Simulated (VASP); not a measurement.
Wanted: the native input for a VASP 6.6.1 run.

```
Task                   : relaxation of cell and atoms
Functional             : PBE
Potentials or basis    : VASP PAW PBE potentials, release 64 (Si, O)
Cutoff                 : 600 eV
k mesh                 : 6 × 6 × 6
Occupations            : gaussian, width 0.02 eV
Spin                   : no spin polarisation
Dipole correction      : no
Further INCAR settings : ALGO = Normal; EDIFF = 1e-07; IBRION = 2; EDIFFG = -0.01; NSW = 100; ISIF = 3
```

The structure of SiO2 lies in POSCAR:

```
SiO2
1.0
    0.0000000000      3.7289087686      3.7289087686
    3.7289087686      0.0000000000      3.7289087686
    3.7289087686      3.7289087686      0.0000000000
Si O
2 4
Direct
    0.7500000000      0.7500000000      0.7500000000
    0.5000000000      0.5000000000      0.5000000000
    0.6250000000      0.1250000000      0.6250000000
    0.6250000000      0.6250000000      0.1250000000
    0.6250000000      0.6250000000      0.6250000000
    0.1250000000      0.6250000000      0.6250000000
```

These files were run (other wordings do the same):

INCAR

```
SYSTEM = SiO2
PREC = Accurate
ENCUT = 600
EDIFF = 1E-7
ISMEAR = 0
SIGMA = 0.02
LREAL = .False.
LASPH = .True.
NELM = 120
ALGO = Normal
ISIF = 3
LWAVE = .False.
LCHARG = .False.
GGA = PE
IBRION = 2
NSW = 100
EDIFFG = -0.01
GGA_COMPAT = .False.
NELMIN = 4
```

KPOINTS

```
Automatic mesh
0
Gamma
  6 6 6
  0 0 0
```

Potentials or basis: VASP PAW PBE potentials, release 64 (Si, O).

Launch:

```console
$ cat potpaw_PBE.64/Si/POTCAR potpaw_PBE.64/O/POTCAR > POTCAR
$ mpirun -np 1 vasp_std > vasp.out
```

Results of the run:

- Pressure after relaxing: 0.0 GPa
- Band gap on the k mesh: 5.38 eV, indirect (least direct gap 5.38 eV)

Caveat: the relaxation stopped at its first step, so nothing moved.

Run time: 41 s on 1 thread of Intel(R) Xeon(R) Platinum 8259CL CPU @ 2.50GHz (Skylake/Cascade Lake), on a shared host, peak memory 0.25 GiB.
